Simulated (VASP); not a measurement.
# Sb in VASP: a series of runs

Sb is run at these levels: PBE+D3(BJ); tasks: single point.

Everything below comes from runs of VASP 6.6.1. Logs are shortened: lines on timing, memory, paths and dates and some standing lists are left out, and cuts for length are marked.

## Step 1: The cell of the first run

The cell holds a slab with vacuum, 4 atoms: a = 4.069 Å, b = 4.069 Å, c = 20.800 Å, α = 90.00°, β = 90.00°, γ = 120.00°.

## Step 2: Single point, PBE+D3(BJ)

The input, INCAR:

```
PREC     = Accurate       # precision mode
ENCUT    = 520            # plane-wave cutoff, eV
EDIFF    = 1E-6           # SCF threshold, eV
ISMEAR   = 0              # smearing method
SIGMA    = 0.05           # smearing width, eV
LREAL    = False          # projectors in reciprocal space
LASPH    = True           # aspherical terms in the spheres
NELM     = 100            # most SCF steps
ALGO     = Normal         # electronic algorithm
ISIF     = 2              # what is computed and relaxed
LWAVE    = False          # write WAVECAR
LCHARG   = True           # write CHGCAR
LDIPOL   = True         
IDIPOL   = 3            
DIPOL    = 0.5 0.5 0.388
GGA      = PE             # functional
IVDW     = 12             # dispersion correction
LELF     = True           # ELF
LVHAR    = True         
LVACPOTAV= True         
NBANDS   = 18             # bands
```

The input, KPOINTS:

```
Automatic mesh
0
Gamma
  9 9 1
```

The input, POSCAR:

```
Sb
1.0
    4.0686848921      0.0000000000      0.0000000000
   -2.0343424461      3.5235844766      0.0000000000
    0.0000000000      0.0000000000     20.8000277116
Sb
4
Direct
    0.3333333333      0.6666666667      0.2956733491
    0.6666666667      0.3333333333      0.2163458656
    0.0000000000      1.0000000000      0.5600967399
    0.3333333333      0.6666666667      0.4807692564
```

Potentials or basis: VASP PAW PBE potentials, release 64 (Sb).

Launch:

```
$ cat potpaw_PBE.64/Sb/POTCAR > POTCAR
$ mpirun -np 1 vasp_std > vasp.out
```

OUTCAR:

```text
PREC = Accurate
   ENCUT = 520
   EDIFF = 1E-6
   ISMEAR = 0
   LREAL = False
   LASPH = True
   NELM = 100
   ISIF = 2
   GGA = PE
   IVDW = 12
 IVDW          = 12

 ion  position               nearest neighbor table
   1  0.333  0.667  0.296-   2 2.87   2 2.87   2 2.87
   2  0.667  0.333  0.216-   1 2.87   1 2.87   1 2.87
   3  0.000  0.000  0.560-   4 2.87   4 2.87   4 2.87
   4  0.333  0.667  0.481-   3 2.87   3 2.87   3 2.87

  LATTYP: Found a hexagonal cell.
 ALAT       =     4.0686848921
 C/A-ratio  =     5.1122237930

  Lattice vectors:

 A1 = (   4.0686848921,   0.0000000000,   0.0000000000)
 A2 = (  -2.0343424461,   3.5235844766,   0.0000000000)
 A3 = (   0.0000000000,   0.0000000000,  20.8000277116)

Analysis of symmetry for initial positions (statically):
=====================================================================
 Subroutine PRICEL returns:
 Original cell was already a primitive cell.

 Routine SETGRP: Setting up the symmetry group for a
 hexagonal supercell.

 Subroutine GETGRP returns: Found 12 space group operations
 (whereof  6 operations were pure point group operations)
 out of a pool of 24 trial point group operations.

The static configuration has the point symmetry C_3v.
 The point group associated with its full space group is D_3d.

Analysis of symmetry for dynamics (positions and initial velocities):
=====================================================================
 Subroutine PRICEL returns:
 Original cell was already a primitive cell.

 Routine SETGRP: Setting up the symmetry group for a
 hexagonal supercell.

 Subroutine GETGRP returns: Found 12 space group operations
 (whereof  6 operations were pure point group operations)
 out of a pool of 24 trial point group operations.

The dynamic configuration has the point symmetry C_3v.
 The point group associated with its full space group is D_3d.

 Subroutine INISYM returns: Found 12 space group operations
 (whereof  6 operations are pure point group operations),
 and found     1 'primitive' translations

----------------------------------------------------------------------------------------

                                     Primitive cell

  volume of cell :     298.1966

  direct lattice vectors                    reciprocal lattice vectors
     4.068684892  0.000000000  0.000000000     0.245779663  0.141900954  0.000000000
    -2.034342446  3.523584477  0.000000000     0.000000000  0.283801909  0.000000000
     0.000000000  0.000000000 20.800027712     0.000000000  0.000000000  0.048076859

  length of vectors
     4.068684892  4.068684892 20.800027712     0.283801909  0.283801909  0.048076859
[... 80 lines left out ...]
   POTIM  = 0.5000    time-step for ionic-motion
   TEBEG  =    0.0;   TEEND  =   0.0 temperature during run
   PSTRESS=    0.0 pullay stress
   NELECT =      20.0000    total number of electrons
   NUPDOWN=      -1.0000    fix difference up-down
   EMIN   =  10.00;   EMAX   =-10.00  energy-range for DOS
   EFERMI =   0.00;   METHOD = LEGACY
   ISMEAR =     0;   SIGMA  =   0.05  broadening in eV -4-tet -1-fermi 0-gaus
   EFERMI_NEDOS =   21; number of points for ismear=-14 and -15
   IALGO  =     38    algorithm
   IMIX   =      4    mixing-type and parameters
     AMIX     =   0.40;   BMIX     =  1.00
     AMIX_MAG =   1.60;   BMIX_MAG =  1.00
  volume/ion in A,a.u.               =      74.55       503.08
  Fermi-wavevector in a.u.,A,eV,Ry     =   0.665146  1.256945  6.019487  0.442420
  Thomas-Fermi vector in A             =   1.739052
   LORBIT       =      0    0 simple, 1 ext, 2 COOP (PROOUT), +10 PAW based schemes
   GGA     = PE    functional components
   LHFCALC =     F    Hartree Fock is set to
   AEXX    =    0.0000 exact exchange contribution
   IVDW    =    12    specifies the selected vdW correction
   LEPSILON=     F    determine dielectric tensor
   LRPA    =     F    only Hartree local field effects (RPA)
 non-spin polarized calculation
 Gauss-broadening in eV      SIGMA  =   0.05
  energy-cutoff  :      520.00
  volume of cell :      298.20
 maximum number of plane-waves:      8073
   NGX = 15   NGY = 15   NGZ = 77

 dipolmoment           0.000000      0.000000      0.000051 electrons x Angstroem

 number of electron      20.0000001 magnetization

 dipolmoment           0.000000      0.000000     -0.000001 electrons x Angstroem

 Free energy of the ion-electron system (eV)
  ---------------------------------------------------
  ext. energy  EPLUGINS =         0.00000000
  ---------------------------------------------------
  free energy    TOTEN  =       -16.15707097 eV

  energy without entropy =      -16.15707097  energy(sigma->0) =      -16.15707097

 E-fermi :   0.1805     XC(G=0):  -4.7501

 val. band max:       -0.0918075138   @ k =   0.0000   0.0000   0.0000
 cond. band min:       0.7740961861   @ k =   0.3333  -0.0000   0.0000
 fundamental gap:      0.8659036999
 Fermi energy:         0.1805305333

 k-point     1 :       0.0000    0.0000    0.0000
  band No.  band energies     occupation
      1     -11.6578      2.00000
      2     -11.5874      2.00000
      3      -6.8218      2.00000
      4      -6.3488      2.00000
      5      -1.5070      2.00000
      6      -0.2212      2.00000
[... 229 lines left out ...]
      5      -3.8138      2.00000
      6      -3.8138      2.00000
[... 10 lines left out ...]
     17       6.4405      0.00000
     18       6.4405      0.00000

------------------------ aborting loop because EDIFF is reached ----------------------------------------

 Edisp (eV)   -1.16036

 E8    (eV) :    -0.5553

  FORCE on cell =-STRESS in cart. coord.  units (eV):
  Direction    XX          YY          ZZ          XY          YZ          ZX
  --------------------------------------------------------------------------------------
  -------------------------------------------------------------------------------------
  Total       0.10921     0.10921     0.51609    -0.00000    -0.00000     0.00000
  in kB       0.58678     0.58678     2.77290    -0.00000    -0.00000     0.00000
  external pressure =        1.32 kB  Pullay stress =        0.00 kB

 VOLUME and BASIS-vectors are now :
 -----------------------------------------------------------------------------
  energy-cutoff  :      520.00
  volume of cell :      298.20
      direct lattice vectors                 reciprocal lattice vectors
     4.068684892  0.000000000  0.000000000     0.245779663  0.141900954  0.000000000
    -2.034342446  3.523584477  0.000000000     0.000000000  0.283801909  0.000000000
     0.000000000  0.000000000 20.800027712     0.000000000  0.000000000  0.048076859

 POSITION                                       TOTAL-FORCE (eV/Angst)
 -----------------------------------------------------------------------------------
     -0.00000      2.34906      6.15001         0.000000     -0.000000      0.073145
      2.03434      1.17453      4.50000        -0.000000      0.000000     -0.114879
      0.00000      0.00000     11.65003         0.000000     -0.000000      0.114879
     -0.00000      2.34906     10.00001        -0.000000      0.000000     -0.073145
 -----------------------------------------------------------------------------------
    total drift:                                0.000000     -0.000000     -0.000009

  FREE ENERGIE OF THE ION-ELECTRON SYSTEM (eV)
  ---------------------------------------------------
  free  energy   TOTEN  =       -17.3174278167 eV

  energy  without entropy=      -17.3174278167  energy(sigma->0) =      -17.31742782

 vacuum level on the upper side and lower side of the slab         4.635         4.635
```

Wall time 3.7 min (1 thread of AMD EPYC 7R13, shared host); peak memory 0.36 GiB.

Results:

- Free energy: -17.3174 eV
- Largest force: 0.115 eV/Å
- Band gap on the k mesh: 0.87 eV, indirect (least direct gap 1.30 eV)
- Dispersion energy per atom: -0.290 eV

Forces in eV/Å, atoms in the order of the input:
```
Sb   0.000  0.000  0.073
Sb   0.000  0.000 -0.115
Sb   0.000  0.000  0.115
Sb   0.000  0.000 -0.073
```

Levels at points of the mesh, in eV from the valence-band top:
```tsv
k point	band 8	band 9	band 10	band 11	band 12	band 13
(0.00, 0.00, 0.00)	-0.07	0.00	0.00	1.48	1.97	2.69
```

Caveat: spin-orbit coupling is left out, which moves the levels of the heavy elements.

## Step 3: Single point, PBE+D3(BJ)

INCAR, as its differences from that of step 2:

```diff
@@ -2,3 +2,3 @@
 ENCUT    = 520            # plane-wave cutoff, eV
-EDIFF    = 1E-6           # SCF threshold, eV
+EDIFF    = 1E-7           # SCF threshold, eV
 ISMEAR   = 0              # smearing method
@@ -11,3 +11,3 @@
 LWAVE    = False          # write WAVECAR
-LCHARG   = True           # write CHGCAR
+LCHARG   = False          # write CHGCAR
 LDIPOL   = True         
@@ -17,5 +17,2 @@
 IVDW     = 12             # dispersion correction
-LELF     = True           # ELF
-LVHAR    = True         
-LVACPOTAV= True         
 NBANDS   = 18             # bands
```

KPOINTS is that of step 2.

POSCAR, as its differences from that of step 2:

```diff
@@ -10,3 +10,3 @@
     0.6666666667      0.3333333333      0.2163458656
-    0.0000000000      1.0000000000      0.5600967399
-    0.3333333333      0.6666666667      0.4807692564
+    0.3333333333      1.6666666667      0.5600967399
+    0.6666666667      1.3333333333      0.4807692564
```

Potentials or basis: VASP PAW PBE potentials, release 64 (Sb).

Launch:

```
$ cat potpaw_PBE.64/Sb/POTCAR > POTCAR
$ mpirun -np 1 vasp_std > vasp.out
```

Run time: 4.2 min. Hardware: 1 thread of AMD EPYC 7R13, shared host; peak memory 0.36 GiB.

The run converged. Its results:

```
Free energy                : -17.3906 eV
Largest force              : 0.211 eV/Å
Band gap on the k mesh     : 0.90 eV, indirect (least direct gap 1.49 eV)
Dispersion energy per atom : -0.291 eV
```

Forces in eV/Å, atoms in the order of the input:
```
Sb   0.000  0.000  0.211
Sb   0.000  0.000 -0.059
Sb   0.000  0.000  0.059
Sb   0.000  0.000 -0.211
```

Levels at points of the mesh, in eV from the valence-band top:
```csv
k point,band 8,band 9,band 10,band 11,band 12,band 13
"(0.00, 0.00, 0.00)",-0.05,0.00,0.00,1.49,1.98,2.76
```

Caveat: spin-orbit coupling is left out, which moves the levels of the heavy elements.

## Step 4: Single point, PBE+D3(BJ)

The input, INCAR:

```
PREC = Accurate ; ENCUT = 520
EDIFF = 1E-6 ; ISMEAR = 0
SIGMA = 0.05 ; LREAL = F
LASPH = T ; NELM = 60
ALGO = Normal ; ISIF = 2
LWAVE = F ; LCHARG = F
LDIPOL = T ; IDIPOL = 3
DIPOL = 0.5 0.5 0.388 ; GGA = PE
IVDW = 12 ; NBANDS = 18
```

The input, KPOINTS:

```
regular mesh
0
Gamma
  9 9 1
```

POSCAR, as its differences from that of step 3:

```diff
@@ -10,3 +10,3 @@
     0.6666666667      0.3333333333      0.2163458656
-    0.3333333333      1.6666666667      0.5600967399
-    0.6666666667      1.3333333333      0.4807692564
+    0.6666666667      1.3333333333      0.5600967399
+    1.0000000000      1.0000000000      0.4807692564
```

Launch:

```
$ cat potpaw_PBE.64/Sb/POTCAR > POTCAR
$ mpirun -np 1 vasp_std > vasp.out
```

Run time: 3.5 min. Hardware: 1 thread of AMD EPYC 7R13, shared host; peak memory 0.34 GiB.

The run converged. Its results:

```yaml
Free_energy: -17.3765 eV
Largest_force: 0.179 eV/Å
Band_gap_on_the_k_mesh: 0.91 eV, indirect (least direct gap 1.50 eV)
Dispersion_energy_per_atom: -0.291 eV
```

Forces on the atoms (eV/Å):
```
Sb   0.000  0.000  0.179
Sb   0.000  0.000 -0.051
Sb   0.000  0.000  0.051
Sb   0.000  0.000 -0.179
```

Levels at points of the mesh, in eV from the valence-band top:
```
           k point  band 7  band 8  band 9  band 10  band 11  band 12  band 13  band 14
(0.00, 0.00, 0.00)   -0.02   -0.02    0.00     0.00     1.50     1.98     2.73     2.73
```

Caveat: spin-orbit coupling is left out, which moves the levels of the heavy elements.

## Step 5: Single point, PBE+D3(BJ)

The input, INCAR:

```
SYSTEM = Sb
PREC = Accurate
ENCUT = 520
EDIFF = 1E-6
ISMEAR = 0
SIGMA = 0.05
LREAL = .False.
LASPH = .True.
NELM = 100
ALGO = Normal
ISIF = 2
LWAVE = .False.
LCHARG = .True.
LDIPOL = .True.
IDIPOL = 3
DIPOL = 0.5 0.5 0.388
GGA = PE
IVDW = 12
LELF = .True.
LVHAR = .True.
LVACPOTAV = .True.
NBANDS = 18
```

The input, KPOINTS:

```
regular mesh
0
Gamma
  9 9 1
  0 0 0
```

POSCAR, as its differences from that of step 4:

```diff
@@ -10,3 +10,3 @@
     0.6666666667      0.3333333333      0.2163458656
-    0.6666666667      1.3333333333      0.5600967399
-    1.0000000000      1.0000000000      0.4807692564
+    0.3333333333      1.6666666667      0.5600967399
+    0.6666666667      1.3333333333      0.4807692564
```

Launch:

```
$ cat potpaw_PBE.64/Sb/POTCAR > POTCAR
$ mpirun -np 1 vasp_std > vasp.out
```

It took 3.5 min on 1 thread of AMD EPYC 7R13, shared host; peak memory 0.36 GiB.

Results (log left out):

```yaml
Free_energy: -17.3906 eV
Largest_force: 0.211 eV/Å
Band_gap_on_the_k_mesh: 0.90 eV, indirect (least direct gap 1.49 eV)
Dispersion_energy_per_atom: -0.291 eV
```

Forces in eV/Å, atoms in the order of the input:
```
Sb   0.000  0.000  0.211
Sb   0.000  0.000 -0.059
Sb   0.000  0.000  0.059
Sb   0.000  0.000 -0.211
```

Levels at points of the mesh, in eV from the valence-band top:
```tsv
k point	band 6	band 7	band 8	band 9	band 10	band 11	band 12	band 13	band 14	band 15
(0.00, 0.00, 0.00)	-0.22	-0.05	-0.05	0.00	0.00	1.49	1.98	2.76	2.76	2.79
```

Caveat: spin-orbit coupling is left out, which moves the levels of the heavy elements.
